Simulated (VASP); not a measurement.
SiBF, 3 atoms in the cell. It takes space group Pmmm (No. 47, orthorhombic). The conventional cell has a = 2.193 Å, b = 3.709 Å, c = 5.266 Å, α = 90.00°, β = 90.00°, γ = 90.00°. Within 2.5 Å of Si (site symmetry mmm) lie 2 F at 1.85 Å and 2 Si at 2.19 Å. Within 2.9 Å of B (site symmetry mmm) lie 2 B at 2.19 Å and 2 F at 2.63 Å. F (site symmetry mmm) has 2 Si at 1.85 Å and 2 F at 2.19 Å within 2.5 Å. The cell was built from a structure type or drawn by symmetry, and may not be a known phase.

- Program: VASP 6.6.1
- Task: relaxation of cell and atoms
- Functional: PBE
- Potentials or basis: VASP PAW PBE potentials, release 64 (Si, B, F)
- Cutoff: 600 eV
- k mesh: 20 × 12 × 10
- Occupations: gaussian, width 0.1 eV
- Spin: no spin polarisation
- Dipole correction: no
- Further INCAR settings: ALGO = Normal; EDIFF = 1e-06; IBRION = 2; EDIFFG = -0.01; NSW = 100; ISIF = 3

Potentials or basis: VASP PAW PBE potentials, release 64 (Si, B, F).

The run is started by

```bash
$ cat potpaw_PBE.64/Si/POTCAR potpaw_PBE.64/B/POTCAR potpaw_PBE.64/F/POTCAR > POTCAR
$ mpirun -np 1 vasp_std > vasp.out
```

Hardware: 1 thread of Oxide Virtual Turin-like Processor, with other jobs on the host.

Estimate the wall time of this run.

Wall time 52 min on 1 thread of Oxide Virtual Turin-like Processor (shared host), peak memory 0.39 GiB. Counts: scf iterations 133, k points 462, ion steps 19.
